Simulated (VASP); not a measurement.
# MgB2 (lda) (P6/mmm) in VASP: further runs, part 2 of 2

VASP 6.6.1. Earlier steps stand in the parts before.

## (5) Relaxation of shape and atoms at fixed volume, LDA (volume scaled by 0.94)

INCAR

```
SYSTEM = MgB2
PREC = Accurate ; ENCUT = 600
EDIFF = 1E-7 ; ISMEAR = 0
SIGMA = 0.1 ; LREAL = .False.
LASPH = .True. ; NELM = 120
ALGO = Normal ; ISIF = 4
LWAVE = .False. ; LCHARG = .False.
GGA = CA ; IBRION = 2
NSW = 50 ; EDIFFG = -0.01
GGA_COMPAT = .False. ; NELMIN = 4
```

KPOINTS

```
Automatic mesh
0
Gamma
  15 15 12
  0 0 0
```

POSCAR

```
MgB2
1.0
    2.9796841050      0.0000000000      0.0000000000
   -1.4898420525      2.5804821302      0.0000000000
    0.0000000000      0.0000000000      3.3726693155
Mg B
1 2
Direct
    0.0000000000      0.0000000000      0.0000000000
    0.3333333333      0.6666666667      0.5000000000
    0.6666666667      0.3333333333      0.5000000000
```

Run with:

```
cat potpaw_LDA.64/Mg/POTCAR potpaw_LDA.64/B/POTCAR > POTCAR
mpirun -np 1 vasp_std > vasp.out
```

It took 48 s on 1 thread of Intel Xeon 6455B, shared host; peak memory 0.18 GiB.

Results (log left out):

| Item | Value |
| --- | --- |
| Free energy | -17.2433 eV |
| Energy gained by relaxing | 0.3 meV/atom |
| Ionic steps | 3 |
| Pressure after relaxing | 10.1 GPa |
| Band gap on the k mesh | zero (band 4 reaches 8.04 eV, above the bottom of band 5 at 3.82 eV) |

Step by step:
| step | energy change (eV) | largest force (eV/Å) | pressure (GPa) | volume (Å³) |
| --- | --- | --- | --- | --- |
| 1 | 0.0000 | 0.0000 | 10.44 | 25.93 |
| 2 | -0.0009 | 0.0000 | 10.18 | 25.93 |
| 3 | -0.0010 | 0.0000 | 10.07 | 25.93 |

Final structure:
```
Mg B
1.0
     2.98795    0.00000    0.00000
    -1.49398    2.58764    0.00000
     0.00000    0.00000    3.35403
Mg B
1 2
Direct
  0.00000 0.00000 0.00000
  0.33333 0.66667 0.50000
  0.66667 0.33333 0.50000
```

Levels at points of the mesh, in eV from the Fermi level:
```
           k point  band 1  band 2  band 3  band 4  band 5  band 6  band 7  band 8
(0.00, 0.00, 0.00)  -12.96   -2.96    0.34    0.34    2.22    6.59    6.59    9.18
(0.00, 0.00, 0.50)  -11.43   -7.92    0.81    0.81    6.90    6.90    8.38   11.29
```

Caveat: the cell differs from its parent crystal (volume scaled by 0.94).

## (6) Relaxation of shape and atoms at fixed volume, LDA (volume scaled by 0.97)

INCAR

```
PREC = Accurate
ENCUT = 600
EDIFF = 1E-7
ISMEAR = 0
SIGMA = 0.1
LREAL = F
LASPH = T
NELM = 120
ALGO = Normal
ISIF = 4
LWAVE = F
LCHARG = F
IBRION = 2
NSW = 50
EDIFFG = -0.01
GGA_COMPAT = F
NELMIN = 4
```

KPOINTS

```
regular mesh
0
Gamma
  15 15 12
```

POSCAR

```
MgB2
1.0
    3.0037365955      0.0000000000      0.0000000000
   -1.5018682978      2.6013121980      0.0000000000
    0.0000000000      0.0000000000      3.4247935674
Mg B
1 2
Direct
    0.0000000000      0.0000000000      0.0000000000
    0.3333333333      0.6666666667      0.5000000000
    0.6666666667      0.3333333333      0.5000000000
```

Potentials or basis: VASP PAW LDA potentials, release 64 (Mg, B).

Run with:

```
cat potpaw_LDA.64/Mg/POTCAR potpaw_LDA.64/B/POTCAR > POTCAR
mpirun -np 1 vasp_std > vasp.out
```

It took 42 s on 1 thread of Intel Xeon 6455B, shared host; peak memory 0.18 GiB.

The run converged. Its results:

```yaml
Free_energy: -17.2805 eV
Energy_gained_by_relaxing: 0.3 meV/atom
Ionic_steps: 3
Pressure_after_relaxing: 4.4 GPa
Band_gap_on_the_k_mesh: zero (band 4 reaches 7.72 eV, above the bottom of band 5 at 3.65 eV)
```

Step by step:
```csv
step,energy change (eV),largest force (eV/Å),pressure (GPa),volume (Å³)
1,0.0000,0.0000,4.69,26.76
2,-0.0008,0.0000,4.45,26.76
3,-0.0009,0.0000,4.35,26.76
```

Final structure:
```xyz
3
Lattice="3.0115 0.0000 0.0000 -1.5057 2.6080 0.0000 0.0000 0.0000 3.4072" Properties=species:S:1:pos:R:3 pbc="T T T"
Mg    0.0000    0.0000    0.0000
B     0.0000    1.7387    1.7036
B     1.5057    0.8693    1.7036
```

Levels at points of the mesh, in eV from the Fermi level:
```tsv
k point	band 1	band 2	band 3	band 4	band 5	band 6	band 7	band 8
(0.00, 0.00, 0.00)	-12.77	-2.98	0.37	0.37	2.01	6.54	6.54	8.97
(0.00, 0.00, 0.50)	-11.32	-7.78	0.80	0.80	6.85	6.85	8.29	10.79
```

Caveat: the cell differs from its parent crystal (volume scaled by 0.97).

## (7) Relaxation of cell and atoms, LDA

This run uses another cell than the first one, of 9.20 Å³/atom, 0.943 times its volume.

INCAR

```
PREC     = Accurate       # precision mode
ENCUT    = 600            # plane-wave cutoff, eV
EDIFF    = 1E-7           # SCF threshold, eV
ISMEAR   = -1             # smearing method
SIGMA    = 0.15           # smearing width, eV
LREAL    = False          # projectors in reciprocal space
LASPH    = True           # aspherical terms in the spheres
NELM     = 120            # most SCF steps
ALGO     = Normal         # electronic algorithm
ISIF     = 3              # what is computed and relaxed
LWAVE    = False          # write WAVECAR
LCHARG   = False          # write CHGCAR
IBRION   = 2              # ionic algorithm
NSW      = 80             # ionic steps
EDIFFG   = -0.001         # ionic threshold
GGA_COMPAT= False        
NELMIN   = 4
```

KPOINTS is that of step 6.

POSCAR

```
MgB2
1.0
    3.0343890861      0.0000000000      0.0000000000
   -1.5171945430      2.6278580335      0.0000000000
    0.0000000000      0.0000000000      3.4597428544
Mg B
1 2
Direct
    0.0000000000      0.0000000000      0.0000000000
    0.3333333333      0.6666666667      0.5000000000
    0.6666666667      0.3333333333      0.5000000000
```

Run with:

```
cat potpaw_LDA.64/Mg/POTCAR potpaw_LDA.64/B/POTCAR > POTCAR
mpirun -np 1 vasp_std > vasp.out
```

Wall time 67 s (1 thread of Intel Xeon 6455B, shared host); peak memory 0.19 GiB.

The run converged. Its results:

```yaml
Free_energy: -17.3146 eV
Relaxed_volume: 9.16 Å³/atom
Relaxed_cell: a = 3.034 Å, b = 3.034 Å, c = 3.448 Å, α = 90.00°, β = 90.00°, γ = 120.00°
Space_group_after_relaxing_to_0.05_Å: P6/mmm (No. 191)
Energy_gained_by_relaxing: 0.1 meV/atom
Ionic_steps: 5
Pressure_after_relaxing: 0.0 GPa
Band_gap_on_the_k_mesh: zero (band 4 reaches 7.48 eV, above the bottom of band 5 at 3.51 eV)
```

The path:
```
step  energy change (eV)  largest force (eV/Å)  pressure (GPa)  volume (Å³)
   1              0.0000                0.0000           -0.52        27.59
   2             -0.0003                0.0000            0.11        27.47
   3             -0.0003                0.0000            0.12        27.47
   4             -0.0003                0.0000           -0.02        27.48
   5             -0.0003                0.0000            0.00        27.48
```

Final structure:
```
CELL_PARAMETERS angstrom
3.03364 0.00000 0.00000
-1.51682 2.62721 0.00000
0.00000 0.00000 3.44772
ATOMIC_POSITIONS crystal
Mg 0.00000 0.00000 0.00000
B 0.33333 0.66667 0.50000
B 0.66667 0.33333 0.50000
```

Levels at points of the mesh, in eV from the Fermi level:
```tsv
k point	band 2	band 3	band 4	band 5	band 6	band 7
(0.00, 0.00, 0.00)	-2.98	0.38	0.38	1.88	6.47	6.47
(0.00, 0.00, 0.50)	-7.66	0.79	0.79	6.79	6.79	8.18
```

## (8) Summary

```csv
task,cell,smearing,gap on the mesh (eV),pressure (GPa)
single point,"a = 3.081, b = 3.081, c = 3.558 Å, angles 90.0, 90.0, 120.0°, 3 atoms",gaussian 0.1 eV,none,-8.7
single point,"a = 3.103, b = 3.103, c = 3.606 Å, angles 90.0, 90.0, 120.0°, 3 atoms",gaussian 0.1 eV,none,-12.0
relaxation of shape and atoms at fixed volume,"relaxed from a = 2.956, b = 2.956, c = 3.318 Å, angles 90.0, 90.0, 120.0°, 3 atoms",gaussian 0.1 eV,none,16.7
relaxation of shape and atoms at fixed volume,"relaxed from a = 2.980, b = 2.980, c = 3.373 Å, angles 90.0, 90.0, 120.0°, 3 atoms",gaussian 0.1 eV,none,10.1
relaxation of shape and atoms at fixed volume,"relaxed from a = 3.004, b = 3.004, c = 3.425 Å, angles 90.0, 90.0, 120.0°, 3 atoms",gaussian 0.1 eV,none,4.4
relaxation of cell and atoms,"relaxed from a = 3.034, b = 3.034, c = 3.460 Å, angles 90.0, 90.0, 120.0°, 3 atoms",fermi-dirac 0.15 eV,none,0.0
```

Alike in all rows: level LDA; potentials or basis VASP PAW LDA potentials, release 64 (Mg, B); no spin polarisation; k mesh 15 × 15 × 12; cutoff (eV) 600.

Absolute energies hang on the potentials; compare differences alone.
